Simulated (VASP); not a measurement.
Set up this calculation in VASP 6.6.1, as the native input.

- Task: single point
- Functional: PBEsol-based global hybrid with 25 % exact exchange
- Potentials or basis: VASP PAW PBE potentials, release 64 (N, B)
- Cutoff: 520 eV
- k mesh: 7 × 7 × 7
- Occupations: fermi-dirac, width 0.05 eV
- Spin: no spin polarisation
- Dipole correction: no
- Grid for exact exchange (PRECFOCK): Normal
- Share of exact exchange: 0.25
- Further INCAR settings: ALGO = Normal; EDIFF = 1e-06; NBANDS = 11

BN:

```
N B
1.0
     0.00000    1.79210    1.79210
     1.79210    0.00000    1.79210
     1.79210    1.79210    0.00000
N B
1 1
Direct
  0.25000 0.25000 0.25000
  0.00000 0.00000 0.00000
```

These files were run (other wordings do the same):

POSCAR

```
BN
1.0
    0.0000000000      1.7920985345      1.7920985345
    1.7920985345      0.0000000000      1.7920985345
    1.7920985345      1.7920985345      0.0000000000
N B
1 1
Direct
    0.2500000000      0.2500000000      0.2500000000
    0.0000000000      0.0000000000      0.0000000000
```

INCAR.step1

```
PREC = Accurate
ENCUT = 520
EDIFF = 1E-5
ISMEAR = -1
SIGMA = 0.05
LREAL = F
LASPH = T
NELM = 60
ALGO = Normal
ISIF = 2
LWAVE = T
LCHARG = F
GGA = PE
NBANDS = 11
```

INCAR.step2

```
PREC = Accurate
ENCUT = 520
EDIFF = 1E-6
ISMEAR = -1
SIGMA = 0.05
LREAL = F
LASPH = T
NELM = 60
ALGO = Normal
ISIF = 2
LWAVE = F
LCHARG = F
GGA = PS
LHFCALC = T
AEXX = 0.25
PRECFOCK = Normal
ISTART = 1
NBANDS = 11
```

KPOINTS

```
regular mesh
0
Gamma
  7 7 7
```

Potentials or basis: VASP PAW PBE potentials, release 64 (N, B).

The run is started by

```bash
$ cat potpaw_PBE.64/N/POTCAR potpaw_PBE.64/B/POTCAR > POTCAR
$ cp INCAR.step1 INCAR
$ mpirun -np 1 vasp_std > vasp.out
$ cp INCAR.step2 INCAR
$ mpirun -np 1 vasp_std > vasp.out
```

It gave:

| Item | Value |
| --- | --- |
| Pressure | 0.7 GPa |
| Band gap on the k mesh | 6.75 eV (least direct gap 11.42 eV) |

Caveat: the k points lie up to 0.43 Å⁻¹ apart; the PAW data sets were made with another functional, which shifts forces and pressure a little; an odd mesh through Γ misses points on the zone boundary, where band edges can lie.

Run time: 11 min on 1 thread of AMD EPYC 7R13 (shared host), peak memory 0.1 GiB.
